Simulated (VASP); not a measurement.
Crystal: GaN.

```xyz
2
Lattice="0.0000 2.2490 2.2490 2.2490 0.0000 2.2490 2.2490 2.2490 0.0000" Properties=species:S:1:pos:R:3 pbc="T T T"
Ga    0.0000    0.0000    0.0000
N     1.1245    1.1245    1.1245
```

Base run:

| Item | Value |
| --- | --- |
| Program | VASP 6.6.1 |
| Functional | LDA |
| Potentials or basis | VASP PAW LDA potentials, release 64 (Ga_d, N) |
| Cutoff | 520 eV |
| k mesh | 6 × 6 × 6 |
| Occupations | gaussian, width 0.01 eV |
| Spin | no spin polarisation |

Its results: band gap on the k mesh 1.78 eV, direct; pressure -4.4 GPa.

**Question.** The run is repeated on the same cell with these changes: functional from LDA to HSE06; potentials or basis from VASP PAW LDA potentials, release 64 (Ga_d, N) to VASP PAW PBE potentials, release 64 (Ga_d, N). What comes out?

**Answer.** Band gap on the k mesh 3.02 eV, direct; pressure -0.1 GPa.

Caveats: the PAW data sets were made with another functional, which shifts forces and pressure a little (some runs).

